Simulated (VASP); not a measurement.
# SrPd5 (P6/mmm) in VASP: further runs

SrPd5 is run at these levels: LDA; tasks: single point.

Program: VASP 6.6.1. These are calculated values, not measurements. Logs are shortened: lines on timing, memory, paths and dates and some standing lists are left out, and cuts for length are marked.

## Step 1: The cell of the first run

Symmetry: P6/mmm, No. 191, hexagonal system. Conventional cell: a = 5.383 Å, b = 5.383 Å, c = 4.392 Å, α = 90.00°, β = 90.00°, γ = 120.00°. Sr (site symmetry 6/mmm) has 18 Pd at 3.11 to 3.47 Å within 4.1 Å. Pd (site symmetry -6m2) has 9 Pd at 2.69 to 3.11 Å and 3 Sr at 3.11 Å within 3.5 Å. Within 3.5 Å of Pd (site symmetry mmm) lie 8 Pd at 2.69 Å and 4 Sr at 3.47 Å.

## Step 2: Single point, LDA

File INCAR:

```
SYSTEM = SrPd5
ALGO = Normal
EDIFF = 1E-6
ENCUT = 520
ISIF = 2
ISMEAR = -1
LASPH = .True.
LCHARG = .False.
LREAL = .False.
LWAVE = .False.
NBANDS = 39
NELM = 60
PREC = Accurate
SIGMA = 0.1
```

File KPOINTS:

```
k-points
0
Gamma
  2 2 2
  0 0 0
```

File POSCAR:

```
SrPd5
1.0
    5.3830000000      0.0000000000      0.0000000000
   -2.6915000000      4.6618100000      0.0000000000
    0.0000000000      0.0000000000      4.3920000000
Sr Pd
1 5
Direct
    0.0000000000      0.0000000000      0.0000000000
    0.3333333333      0.6666666667      0.0000000000
    0.6666666667      0.3333333333      0.0000000000
    0.5000000000      0.0000000000      0.5000000000
    0.5000000000      0.5000000000      0.5000000000
    0.0000000000      0.5000000000      0.5000000000
```

Potentials or basis: VASP PAW LDA potentials, release 64 (Sr_sv, Pd).

Started as:

```console
$ cat potpaw_LDA.64/Sr_sv/POTCAR potpaw_LDA.64/Pd/POTCAR > POTCAR
$ mpirun -np 1 vasp_std > vasp.out
```

OUTCAR:

```text
SYSTEM = SrPd5
   EDIFF = 1E-6
   ENCUT = 520
   ISIF = 2
   ISMEAR = -1
   LASPH = .True.
   LREAL = .False.
   NELM = 60
   PREC = Accurate

 ion  position               nearest neighbor table
   1  0.000  0.000  0.000-   2 3.11   3 3.11   3 3.11   2 3.11   3 3.11   2 3.11   5 3.47   6 3.47
                             5 3.47   6 3.47   6 3.47   6 3.47   5 3.47   5 3.47   4 3.47   4 3.47
   2  0.333  0.667  0.000-   4 2.69   4 2.69   6 2.69   6 2.69   5 2.69   5 2.69   3 3.11   1 3.11
                             3 3.11   1 3.11   1 3.11   3 3.11
   3  0.667  0.333  0.000-   4 2.69   4 2.69   6 2.69   6 2.69   5 2.69   5 2.69   2 3.11   1 3.11
                             2 3.11   1 3.11   1 3.11   2 3.11
   4  0.500  0.000  0.500-   2 2.69   3 2.69   2 2.69   3 2.69   5 2.69   6 2.69   5 2.69   6 2.69
                             1 3.47   1 3.47   1 3.47   1 3.47
   5  0.500  0.500  0.500-   2 2.69   3 2.69   2 2.69   3 2.69   4 2.69   4 2.69   6 2.69   6 2.69
                             1 3.47   1 3.47   1 3.47   1 3.47
   6  0.000  0.500  0.500-   2 2.69   3 2.69   2 2.69   3 2.69   4 2.69   4 2.69   5 2.69   5 2.69
                             1 3.47   1 3.47   1 3.47   1 3.47

  LATTYP: Found a hexagonal cell.
 ALAT       =     5.3830000000
 C/A-ratio  =     0.8159019134

  Lattice vectors:

 A1 = (   5.3830000000,   0.0000000000,   0.0000000000)
 A2 = (  -2.6915000000,   4.6618100000,   0.0000000000)
 A3 = (   0.0000000000,   0.0000000000,   4.3920000000)

Analysis of symmetry for initial positions (statically):
=====================================================================
 Subroutine PRICEL returns:
 Original cell was already a primitive cell.

 Routine SETGRP: Setting up the symmetry group for a
 hexagonal supercell.

 Subroutine GETGRP returns: Found 24 space group operations
 (whereof 24 operations were pure point group operations)
 out of a pool of 24 trial point group operations.

The static configuration has the point symmetry D_6h.

Analysis of symmetry for dynamics (positions and initial velocities):
=====================================================================
 Subroutine PRICEL returns:
 Original cell was already a primitive cell.

 Routine SETGRP: Setting up the symmetry group for a
 hexagonal supercell.

 Subroutine GETGRP returns: Found 24 space group operations
 (whereof 24 operations were pure point group operations)
 out of a pool of 24 trial point group operations.

The dynamic configuration has the point symmetry D_6h.

 Subroutine INISYM returns: Found 24 space group operations
 (whereof 24 operations are pure point group operations),
 and found     1 'primitive' translations

----------------------------------------------------------------------------------------

                                     Primitive cell

  volume of cell :     110.2151

  direct lattice vectors                    reciprocal lattice vectors
     5.383000000  0.000000000  0.000000000     0.185770017  0.107254478  0.000000000
    -2.691500000  4.661810000  0.000000000     0.000000000  0.214508957  0.000000000
     0.000000000  0.000000000  4.392000000     0.000000000  0.000000000  0.227686703

  length of vectors
     5.383000000  5.382995888  4.392000000     0.214508793  0.214508957  0.227686703

  position of ions in fractional coordinates (direct lattice)
     0.000000000  0.000000000  0.000000000
     0.333333333  0.666666667  0.000000000
     0.666666667  0.333333333  0.000000000
     0.500000000  0.000000000  0.500000000
     0.500000000  0.500000000  0.500000000
     0.000000000  0.500000000  0.500000000

  ion indices of the primitive-cell ions
   primitive index   ion index
                 1           1
                 2           2
                 3           3
                 4           4
                 5           5
                 6           6

----------------------------------------------------------------------------------------

 KPOINTS: k-points

Automatic generation of k-mesh.
 Grid dimensions read from file:
 generate k-points for:    2    2    2

 Generating k-lattice:

  Cartesian coordinates                     Fractional coordinates (reciprocal lattice)
     0.092885008  0.053627239  0.000000000     0.500000000  0.000000000  0.000000000
     0.000000000  0.107254478  0.000000000     0.000000000  0.500000000  0.000000000
     0.000000000  0.000000000  0.113843352     0.000000000  0.000000000  0.500000000

  Length of vectors
     0.107254396  0.107254478  0.113843352

  Shift w.r.t. Gamma in fractional coordinates (k-lattice)
     0.000000000  0.000000000  0.000000000

 Subroutine IBZKPT returns following result:
 ===========================================

 Found      4 irreducible k-points:

 Following reciprocal coordinates:
            Coordinates               Weight
  0.000000  0.000000  0.000000      1.000000
  0.500000 -0.000000  0.000000      3.000000
  0.000000  0.000000  0.500000      1.000000
  0.500000 -0.000000  0.500000      3.000000
   k-points           NKPTS =      4   k-points in BZ     NKDIM =      4   number of bands    NBANDS=     39
   number of dos      NEDOS =    301   number of ions     NIONS =      6
   total plane-waves  NPLWV =  57600
   dimension x,y,z NGX =    40 NGY =   40 NGZ =   36
   dimension x,y,z NGXF=    80 NGYF=   80 NGZF=   72
   ions per type =               1   5
   NGX,Y,Z   is equivalent  to a cutoff of  12.35, 12.35, 13.63 a.u.
   NGXF,Y,Z  is equivalent  to a cutoff of  24.71, 24.71, 27.25 a.u.
 SYSTEM =  SrPd5
   PREC   = accura    normal or accurate (medium, high low for compatibility)
   ISTART =      0    job   : 0-new  1-cont  2-samecut
   ICHARG =      2    charge: 1-file 2-atom 10-const
   ISPIN  =      1    spin polarized calculation?
   LNONCOLLINEAR =      F non collinear calculations
   LSORBIT =      F    spin-orbit coupling
   LASPH  =      T    aspherical Exc in radial PAW
   ENCUT  =  520.0 eV  38.22 Ry    6.18 a.u.  10.01 10.01  8.17*2*pi/ulx,y,z
   NELM   =     60;   NELMIN=  2; NELMDL= -5     # of ELM steps
   EDIFF  = 0.1E-05   stopping-criterion for ELM
   LREAL  =      F    real-space projection
   EDIFFG = 0.1E-04   stopping-criterion for IOM
   NSW    =      0    number of steps for IOM
   IBRION =     -1    ionic relax: 0-MD 1-quasi-New 2-CG
   NFREE  =      0    steps in history (QN), initial steepest desc. (CG)
   ISIF   =      2    stress and relaxation
   ISYM   =      2    0-nonsym 1-usesym 2-fastsym
   POTIM  = 0.5000    time-step for ionic-motion
   TEBEG  =    0.0;   TEEND  =   0.0 temperature during run
   PSTRESS=    0.0 pullay stress
   NELECT =      60.0000    total number of electrons
   NUPDOWN=      -1.0000    fix difference up-down
   EMIN   =  10.00;   EMAX   =-10.00  energy-range for DOS
   EFERMI =   0.00;   METHOD = LEGACY
   ISMEAR =    -1;   SIGMA  =   0.10  broadening in eV -4-tet -1-fermi 0-gaus
   EFERMI_NEDOS =   21; number of points for ismear=-14 and -15
   IALGO  =     38    algorithm
   IMIX   =      4    mixing-type and parameters
     AMIX     =   0.40;   BMIX     =  1.00
     AMIX_MAG =   1.60;   BMIX_MAG =  1.00
  volume/ion in A,a.u.               =      18.37       123.96
  Fermi-wavevector in a.u.,A,eV,Ry     =   1.336733  2.526060 24.311657  1.786856
  Thomas-Fermi vector in A             =   2.465337
   LORBIT       =      0    0 simple, 1 ext, 2 COOP (PROOUT), +10 PAW based schemes
   GGA     = CA    functional components
   LHFCALC =     F    Hartree Fock is set to
   AEXX    =    0.0000 exact exchange contribution
   IVDW    =     0    specifies the selected vdW correction
   LEPSILON=     F    determine dielectric tensor
   LRPA    =     F    only Hartree local field effects (RPA)
 non-spin polarized calculation
  energy-cutoff  :      520.00
  volume of cell :      110.22
 maximum number of plane-waves:      2972
   NGX = 21   NGY = 21   NGZ = 17

 number of electron      60.0000013 magnetization

 Free energy of the ion-electron system (eV)
  ---------------------------------------------------
  ext. energy  EPLUGINS =         0.00000000
  ---------------------------------------------------
  free energy    TOTEN  =       -36.70581740 eV

  energy without entropy =      -36.40529897  energy(sigma->0) =      -36.55555819

 E-fermi :   7.1683     XC(G=0): -12.0254

 val. band max:        7.1568217318   @ k =   0.5000  -0.0000   0.0000
 cond. band min:       7.1692988899   @ k =   0.0000   0.0000   0.5000
 fundamental gap:      0.0124771581
 Fermi energy:         7.1683111273

 k-point     1 :       0.0000    0.0000    0.0000
  band No.  band energies     occupation
      1     -27.2452      2.00000
      2      -9.4541      2.00000
      3      -9.4541      2.00000
      4      -9.3898      2.00000
      5       0.3221      2.00000
      6       1.7896      2.00000
[... 31 lines left out ...]
     38      12.9599      0.00000
     39      12.9599      0.00000

 k-point     2 :       0.5000   -0.0000    0.0000
  band No.  band energies     occupation
      1     -27.2440      2.00000
      2      -9.4863      2.00000
      3      -9.4532      2.00000
      4      -9.3944      2.00000
      5       1.4768      2.00000
      6       2.5385      2.00000
[... 31 lines left out ...]
     38      14.1501      0.00000
     39      14.2030      0.00000

 k-point     3 :       0.0000    0.0000    0.5000
  band No.  band energies     occupation
      1     -27.2413      2.00000
      2      -9.4975      2.00000
      3      -9.4508      2.00000
      4      -9.4508      2.00000
      5       1.4687      2.00000
      6       1.5251      2.00000
[... 31 lines left out ...]
     38      14.1789      0.00000
     39      14.8981      0.00000

 k-point     4 :       0.5000   -0.0000    0.5000
  band No.  band energies     occupation
      1     -27.2405      2.00000
      2      -9.4884      2.00000
      3      -9.4658      2.00000
      4      -9.4443      2.00000
      5       2.0852      2.00000
      6       2.2484      2.00000
[... 31 lines left out ...]
     38      12.5025      0.00000
     39      13.6043      0.00000

------------------------ aborting loop because EDIFF is reached ----------------------------------------

  FORCE on cell =-STRESS in cart. coord.  units (eV):
  Direction    XX          YY          ZZ          XY          YZ          ZX
  --------------------------------------------------------------------------------------
  -------------------------------------------------------------------------------------
  Total       -4.4413607     -4.4413517     -2.0916805      0.0000000     -0.0000000      0.0000000
  in kB      -64.5632452    -64.5631136    -30.4063757      0.0000000     -0.0000000      0.0000000
  external PRESSURE =     -53.1775782 kB  Pullay stress =       0.0000000 kB

 VOLUME and BASIS-vectors are now :
 -----------------------------------------------------------------------------
  energy-cutoff  :      520.00
  volume of cell :      110.22
      direct lattice vectors                 reciprocal lattice vectors
     5.383000000  0.000000000  0.000000000     0.185770017  0.107254478  0.000000000
    -2.691500000  4.661810000  0.000000000     0.000000000  0.214508957  0.000000000
     0.000000000  0.000000000  4.392000000     0.000000000  0.000000000  0.227686703

 POSITION                                       TOTAL-FORCE (eV/Angst)
 -----------------------------------------------------------------------------------
      0.00000      0.00000      0.00000         0.000000      0.000000      0.000000
     -0.00000      3.10787      0.00000        -0.000000      0.000000      0.000000
      2.69150      1.55394      0.00000        -0.000000      0.000000      0.000000
      2.69150      0.00000      2.19600         0.000000      0.000000      0.000000
      1.34575      2.33091      2.19600         0.000000      0.000000      0.000000
     -1.34575      2.33091      2.19600         0.000000      0.000000      0.000000
 -----------------------------------------------------------------------------------
    total drift:                               -0.000000     -0.000000     -0.000000

  FREE ENERGIE OF THE ION-ELECTRON SYSTEM (eV)
  ---------------------------------------------------
  free  energy   TOTEN  =       -36.7058174012 eV

  energy  without entropy=      -36.4052989731  energy(sigma->0) =      -36.55555819
```

Run time: 16 s. Hardware: 1 thread of Intel Xeon 6975P-C (Granite Rapids), shared host; peak memory 0.19 GiB.

Results:

```
Free energy            : -36.7058 eV
Pressure               : -5.3 GPa
Band gap on the k mesh : zero (band 30 reaches 7.22 eV, above the bottom of band 31 at 7.16 eV)
```

Stress tensor (GPa, compression positive):
```
-6.46  0.00  0.00
 0.00 -6.46  0.00
 0.00  0.00 -3.04
```

Caveat: the k points lie up to 0.72 Å⁻¹ apart.

## Step 3: Single point, LDA

INCAR, as its differences from that of step 2:

```diff
@@ -4,2 +4,3 @@
 ENCUT = 520
+GGA = CA
 ISIF = 2
@@ -11,3 +12,3 @@
 NBANDS = 39
-NELM = 60
+NELM = 100
 PREC = Accurate
```

File KPOINTS:

```
k-points
0
Gamma
  2 2 3
  0 0 0
```

POSCAR is that of step 2.

Potentials or basis: VASP PAW LDA potentials, release 64 (Sr_sv, Pd).

Started as:

```console
$ cat potpaw_LDA.64/Sr_sv/POTCAR potpaw_LDA.64/Pd/POTCAR > POTCAR
$ mpirun -np 1 vasp_std > vasp.out
```

Wall time 18 s (1 thread of Intel Xeon 6975P-C (Granite Rapids), shared host); peak memory 0.19 GiB.

It converged, with:

```yaml
Free_energy: -37.2667 eV
Pressure: -7.3 GPa
Band_gap_on_the_k_mesh: zero (band 30 reaches 7.08 eV, above the bottom of band 31 at 6.88 eV)
```

Stress tensor (GPa, compression positive):
```
-8.07  0.00  0.00
 0.00 -8.07  0.00
 0.00  0.00 -5.90
```

Levels at points of the mesh, in eV from the Fermi level:
| k point | band 26 | band 27 | band 28 | band 29 | band 30 | band 31 | band 32 | band 33 | band 34 | band 35 |
| --- | --- | --- | --- | --- | --- | --- | --- | --- | --- | --- |
| (0.00, 0.00, 0.00) | -0.87 | -0.87 | 0.20 | 0.23 | 0.23 | 2.15 | 2.36 | 2.87 | 2.87 | 3.49 |
| (0.50, 0.00, 0.00) | -1.31 | -1.25 | -1.12 | -1.07 | -0.77 | 0.23 | 1.47 | 2.55 | 3.56 | 4.39 |

Caveat: the k points lie up to 0.67 Å⁻¹ apart.

## Step 4: Single point, LDA

File INCAR:

```
SYSTEM = SrPd5
  PREC = Accurate
  ENCUT = 520
  EDIFF = 1E-6
  ISMEAR = -1
  SIGMA = 0.1
  LREAL = .FALSE.
  LASPH = .TRUE.
  NELM = 60
  ALGO = Normal
  ISIF = 2
  LWAVE = .FALSE.
  LCHARG = .TRUE.
  LELF = .TRUE.
  LVHAR = .TRUE.
  NBANDS = 39
```

File KPOINTS:

```
regular mesh
0
G
  3 3 3
  0 0 0
```

POSCAR is that of step 3.

Started as:

```console
$ cat potpaw_LDA.64/Sr_sv/POTCAR potpaw_LDA.64/Pd/POTCAR > POTCAR
$ mpirun -np 1 vasp_std > vasp.out
```

Run time: 16 s. Hardware: 1 thread of Intel Xeon 6975P-C (Granite Rapids), shared host; peak memory 0.19 GiB.

It converged, with:

* Free energy: -36.5880 eV
* Pressure: -6.5 GPa
* Band gap on the k mesh: zero (band 30 reaches 7.16 eV, above the bottom of band 31 at 6.28 eV)

Stress tensor (GPa, compression positive):
```
-5.30  0.00  0.00
 0.00 -5.30  0.00
 0.00  0.00 -8.97
```

Levels at points of the mesh, in eV from the Fermi level:
```
           k point  band 26  band 27  band 28  band 29  band 30  band 31  band 32  band 33  band 34  band 35
(0.00, 0.00, 0.00)    -0.81    -0.81     0.31     0.31     0.46     2.26     2.48     3.02     3.02     3.67
```

Caveat: the k points lie up to 0.48 Å⁻¹ apart.

## Step 5: Single point, LDA

File INCAR:

```
SYSTEM = SrPd5
  ALGO = Normal
  EDIFF = 1E-6
  ENCUT = 520
  GGA = CA
  ISIF = 2
  ISMEAR = -1
  LASPH = .TRUE.
  LCHARG = .FALSE.
  LREAL = .FALSE.
  LWAVE = .FALSE.
  NBANDS = 39
  NELM = 60
  PREC = Accurate
  SIGMA = 0.1
```

File KPOINTS:

```
k-points
0
G
  4 4 4
  0 0 0
```

POSCAR is that of step 4.

Started as:

```console
$ cat potpaw_LDA.64/Sr_sv/POTCAR potpaw_LDA.64/Pd/POTCAR > POTCAR
$ mpirun -np 1 vasp_std > vasp.out
```

Run time: 32 s. Hardware: 1 thread of Intel Xeon 6975P-C (Granite Rapids), shared host; peak memory 0.21 GiB.

It converged, with:

- Free energy: -36.4611 eV
- Pressure: -5.8 GPa
- Band gap on the k mesh: zero (band 30 reaches 7.26 eV, above the bottom of band 31 at 6.59 eV)

Stress tensor (GPa, compression positive):
```
-5.19  0.00  0.00
 0.00 -5.19  0.00
 0.00  0.00 -7.00
```

Levels at points of the mesh, in eV from the Fermi level:
```
           k point  band 28  band 29  band 30  band 31  band 32  band 33
(0.00, 0.00, 0.00)     0.28     0.28     0.43     2.15     2.38     2.93
(0.50, 0.00, 0.00)    -1.06    -1.03    -0.79     0.28     1.53     2.66
(0.00, 0.00, 0.50)    -0.40     0.32     0.32     0.43     1.74     1.74
(0.50, 0.00, 0.50)    -0.64    -0.53     0.32     0.34     0.42     1.09
```

## Step 6: The runs side by side

| k mesh | gap on the mesh (eV) | pressure (GPa) |
| --- | --- | --- |
| 2 × 2 × 2 | none | -5.3 |
| 2 × 2 × 3 | none | -7.3 |
| 3 × 3 × 3 | none | -6.5 |
| 4 × 4 × 4 | none | -5.8 |

Alike in all rows: task single point; level LDA; potentials or basis VASP PAW LDA potentials, release 64 (Sr_sv, Pd); no spin polarisation; cell as given; cutoff (eV) 520; smearing fermi-dirac 0.1 eV.

Caveats: some runs use coarse meshes.

Total energies depend on the potentials used, so only differences within one code and one set of settings carry meaning.
